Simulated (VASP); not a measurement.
Crystal: KBr.

```xyz
2
Lattice="0.0000 3.6193 3.8152 3.6193 0.0000 3.8152 3.6193 3.6193 0.0000" Properties=species:S:1:pos:R:3 pbc="T T T"
K     0.0000    0.0000    0.0000
Br    1.8097    1.8097    1.9076
```

This cell differs from its parent crystal: epitaxial xy strain -1.9%.

Base run:

- Program: VASP 6.6.1
- Functional: PBE
- Potentials or basis: VASP PAW PBE potentials, release 64 (K_sv, Br)
- Cutoff: 520 eV
- k mesh: 6 × 6 × 6
- Occupations: fermi-dirac, width 0.02 eV
- Spin: no spin polarisation

Its results: band gap on the k mesh 4.26 eV (least direct gap 4.29 eV); pressure 0.3 GPa.

Task: The run is repeated on the same cell with these changes: functional from PBE to r2SCAN; occupations from fermi-dirac, width 0.02 eV to gaussian, width 0.01 eV. What comes out?

Result: Band gap on the k mesh 4.82 eV (least direct gap 4.85 eV); pressure 0.0 GPa.

Caveats: the structure was generated, so it needn't be the stable form of KBr; the PAW data sets were made with another functional, which shifts forces and pressure a little (at least some runs).

A k mesh can miss the band edges.
